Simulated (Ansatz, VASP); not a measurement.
## One calculation of Sb, two programs

Contents of POSCAR:

```
Sb
1.0
   -1.8432707730      1.8432707730      1.8713408863
    1.8432707730     -1.8432707730      1.8713408863
    1.8994109996      1.8994109996     -1.8713408863
Sb
1
Direct
    0.0000000000      0.0000000000      0.0000000000
```

File INCAR.step1:

```
PREC = Accurate
ENCUT = 520
ISMEAR = -1
SIGMA = 0.08
LREAL = F
LASPH = T
NELM = 80
NBANDS = 8
GGA = PE
ALGO = Normal
EDIFF = 1E-4
LWAVE = T
LCHARG = F
```

Contents of INCAR.step2:

```
PREC = Accurate
ENCUT = 520
EDIFF = 1E-8
ISMEAR = -1
SIGMA = 0.08
LREAL = F
LASPH = T
NELM = 80
ALGO = Normal
ISIF = 2
LWAVE = F
LCHARG = F
METAGGA = R2SCAN
LMIXTAU = T
LEFG = T
NBANDS = 8
ISTART = 1
```

Contents of KPOINTS:

```
Automatic mesh
0
Gamma
  12 12 12
```

Input for Ansatz:

```yaml
crystal:
  lattice:
    - [-1.843270773, 1.843270773, 1.8713408863]
    - [1.843270773, -1.843270773, 1.8713408863]
    - [1.8994109996, 1.8994109996, -1.8713408863]
  atoms:
    - { symbol: Sb, position: [0.0, 0.0, 0.0] }
kpoints:
  mp_grid: { grid: [12, 12, 12] }
scf:
  occupations: { method: fermi_dirac, width: 0.08 }
hamiltonian:
  xc: r2scan
  pseudopotentials: { kind: all_electron, datasets: crystal }
output:
  forces: true
  stress: true
  eigenvalues: true
  efg: { contact_densities: true }
```

Change from the starting cell: xy shear strain of +3 %, crystal datasets.

Alike in both runs: task electric field gradients; functional r2SCAN; k mesh 12 × 12 × 12; occupations fermi-dirac, width 0.08 eV; no spin polarisation.

|  | VASP | Ansatz |
| --- | --- | --- |
| version | VASP 6.6.1 | Ansatz 0.2.0 |
| potentials or method | VASP PAW PBE potentials, release 64 (Sb), cutoff 520 eV | all-electron PAW with datasets made for the crystal, scalar-relativistic |

```tsv
	VASP	Ansatz	Ansatz less VASP
pressure (GPa)	1.9	2.0	+0.09
traceless stress, the component that is largest in VASP (GPa)	-0.69	-0.67	+0.011
size of Vzz on the site where it differs most (V/Å²)	3.5	3.2	-0.30
```

VASP's potentials were made for PBE, not for r2SCAN. Ansatz ran all-electron here, and VASP with PAW potentials.

Spin-orbit coupling is off throughout.
